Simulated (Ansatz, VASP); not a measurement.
**TaN in VASP and in Ansatz**

File INCAR:

```
PREC     = Accurate       # precision mode
ENCUT    = 520            # plane-wave cutoff, eV
EDIFF    = 1E-6           # SCF threshold, eV
ISMEAR   = -1             # smearing method
SIGMA    = 0.03           # smearing width, eV
LREAL    = False          # projectors in reciprocal space
LASPH    = True           # aspherical terms in the spheres
NELM     = 100            # most SCF steps
ALGO     = Normal         # electronic algorithm
ISIF     = 2              # what is computed and relaxed
LWAVE    = False          # write WAVECAR
LCHARG   = True           # write CHGCAR
LELF     = True           # ELF
LVHAR    = True         
NBANDS   = 33             # bands
```

File KPOINTS:

```
Automatic mesh
0
Gamma
  5 5 8
```

Contents of POSCAR:

```
TaN
1.0
    5.1501995545      0.0000000000      0.0000000000
   -2.5750997773      4.4602036488      0.0000000000
    0.0000000000      0.0000000000      2.8884826334
Ta N
3 3
Direct
    0.0000000000      0.0000000000      0.0000000000
    0.3333333333      0.6666666667      0.5000000000
    0.6666666667      0.3333333333      0.5000000000
    0.5000000000      0.0000000000      0.0000000000
    0.5000000000      0.5000000000      0.0000000000
    0.0000000000      0.5000000000      0.0000000000
```

Input for Ansatz:

```yaml
crystal:
  lattice:
    - [5.1501995545, 0.0, 0.0]
    - [-2.5750997773, 4.4602036488, 0.0]
    - [0.0, 0.0, 2.8884826334]
  atoms:
    - { symbol: Ta, position: [0.0, 0.0, 0.0] }
    - { symbol: Ta, position: [0.3333333333, 0.6666666667, 0.5] }
    - { symbol: Ta, position: [0.6666666667, 0.3333333333, 0.5] }
    - { symbol: "N", position: [0.5, 0.0, 0.0] }
    - { symbol: "N", position: [0.5, 0.5, 0.0] }
    - { symbol: "N", position: [0.0, 0.5, 0.0] }
kpoints:
  mp_grid: { grid: [5, 5, 8] }
  band_path:
    path:
      - [0.0, 0.0, 0.0]
      - [0.5, 0.0, 0.0]
      - [0.3333333333, 0.3333333333, 0.0]
      - [0.0, 0.0, 0.0]
      - [0.0, 0.0, 0.5]
      - [0.5, 0.0, 0.5]
      - [0.3333333333, 0.3333333333, 0.5]
      - [0.0, 0.0, 0.5]
      - [0.5, 0.0, 0.5]
    npoints: 5
scf:
  occupations: { method: fermi_dirac, width: 0.03 }
hamiltonian:
  xc: lda
  pseudopotentials: { kind: all_electron, lapw: { basis_error: 0.0005 } }
output:
  forces: true
  stress: true
  eigenvalues: true
```

Change from the starting cell: volume scaled by 0.98.

Alike in both runs: task single point; functional LDA; k mesh 5 × 5 × 8; occupations fermi-dirac, width 0.03 eV; no spin polarisation.

|  | VASP | Ansatz |
| --- | --- | --- |
| version | VASP 6.6.1 | Ansatz 0.2.0 |
| potentials or method | VASP PAW LDA potentials, release 64 (Ta_pv, N), cutoff 520 eV | all-electron LAPW, scalar-relativistic |

|  | VASP | Ansatz | Ansatz less VASP |
| --- | --- | --- | --- |
| pressure (GPa) | 3.9 | 1.9 | -1.98 |
| traceless stress, the component that is largest in VASP (GPa) | 0.30 | -0.18 | -0.487 |

LDA's correlation is that of Perdew and Zunger in VASP and of Perdew and Wang (1992) in Ansatz. Ansatz ran all-electron here, and VASP with PAW potentials.

Neither program's run includes spin-orbit coupling.
